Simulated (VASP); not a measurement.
Here is a VASP 6.6.1 calculation.

Contents of INCAR:

```
ALGO = Normal
EDIFF = 1E-6
ENCUT = 750
GGA = PE
GGA_COMPAT = F
ISIF = 2
ISMEAR = 0
LASPH = T
LCHARG = F
LREAL = F
LWAVE = F
NBANDS = 13
NELM = 120
PREC = Accurate
SIGMA = 0.1
```

KPOINTS

```
k-points
0
Gamma
  6 6 6
```

File POSCAR:

```
Li2O
1.0
    0.0000000000      2.4378210277      2.4378210277
    2.4378210277      0.0000000000      2.4378210277
    2.4378210277      2.4378210277      0.0000000000
Li O
2 1
Direct
    0.7500000000      0.7500000000      0.7500000000
    0.2500000000      0.2500000000      0.2500000000
    0.0000000000      0.0000000000      0.0000000000
```

Potentials or basis: VASP PAW PBE potentials, release 64 (Li_sv, O).

The run is started by

```sh
$ cat potpaw_PBE.64/Li_sv/POTCAR potpaw_PBE.64/O/POTCAR > POTCAR
$ mpirun -np 1 vasp_std > vasp.out
```

Task: Predict the pressure.

Result: -9.6 GPa.

Task: What does it give for the band gap on the k mesh?

Result: 4.17 eV.

Caveat: the cell stands under tension. A k mesh can miss the band edges.
